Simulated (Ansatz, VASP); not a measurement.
GaAs in VASP and in Ansatz

File INCAR:

```
SYSTEM = GaAs
PREC     = Accurate       ! precision mode
ENCUT    = 520            ! plane-wave cutoff, eV
EDIFF    = 1E-7           ! SCF threshold, eV
ISMEAR   = -1             ! smearing method
SIGMA    = 0.05           ! smearing width, eV
LREAL    = .False.        ! projectors in reciprocal space
LASPH    = .True.         ! aspherical terms in the spheres
NELM     = 100            ! most SCF steps
ALGO     = Normal         ! electronic algorithm
ISIF     = 2              ! what is computed and relaxed
LWAVE    = .False.        ! write WAVECAR
LCHARG   = .True.         ! write CHGCAR
GGA      = CA             ! functional
LELF     = .True.         ! ELF
LVHAR    = .True.       
NBANDS   = 16             ! bands
```

KPOINTS

```
Automatic mesh
0
Gamma
  11 11 11
  0 0 0
```

POSCAR

```
GaAs
1.0
    0.0000000000      2.9116555000      2.8268500000
    2.9116555000      0.0000000000      2.8268500000
    2.9116555000      2.9116555000      0.0000000000
Ga As
1 1
Direct
    0.0000000000      0.0000000000      0.0000000000
    0.7500000000      0.7500000000      0.7500000000
```

Input for Ansatz:

```yaml
crystal:
  lattice:
    - [0.0, 2.9116555, 2.82685]
    - [2.9116555, 0.0, 2.82685]
    - [2.9116555, 2.9116555, 0.0]
  atoms:
    - { symbol: Ga, position: [0.0, 0.0, 0.0] }
    - { symbol: As, position: [0.75, 0.75, 0.75] }
kpoints:
  mp_grid: { grid: [11, 11, 11] }
  band_path:
    path:
      - [0.0, 0.0, 0.0]
      - [0.0, 0.5, 0.5]
      - [0.25, 0.75, 0.5]
      - [0.0, 0.5, 0.0]
      - [0.0, 0.0, 0.0]
      - [0.5, 0.5, 0.0]
      - [0.3826125, 0.6173875, 0.0]
      - [-0.3826125, 0.3826125, 0.0]
      - [0.0, 0.0, 0.0]
    npoints: 5
scf:
  occupations: { method: fermi_dirac, width: 0.05 }
hamiltonian:
  xc: lda
  pseudopotentials: { kind: all_electron, lapw: { basis_error: 0.0005 } }
output:
  forces: true
  stress: true
  eigenvalues: true
```

Change from the starting cell: equal xx and yy strain of +3 %.

Alike in both runs: task single point; functional LDA; k mesh 11 × 11 × 11; occupations fermi-dirac, width 0.05 eV; no spin polarisation.

```csv
,VASP,Ansatz
version,VASP 6.6.1,Ansatz 0.2.0
potentials or method,"VASP PAW LDA potentials, release 64 (Ga_d, As), cutoff 520 eV","all-electron LAPW, scalar-relativistic"
```

```tsv
	VASP	Ansatz	Ansatz less VASP
pressure (GPa)	-5.0	-5.2	-0.19
traceless stress, the component that is largest in VASP (GPa)	1.13	1.14	+0.001
```

LDA's correlation is that of Perdew and Zunger in VASP and of Perdew and Wang (1992) in Ansatz. Ansatz ran all-electron here, and VASP with PAW potentials.
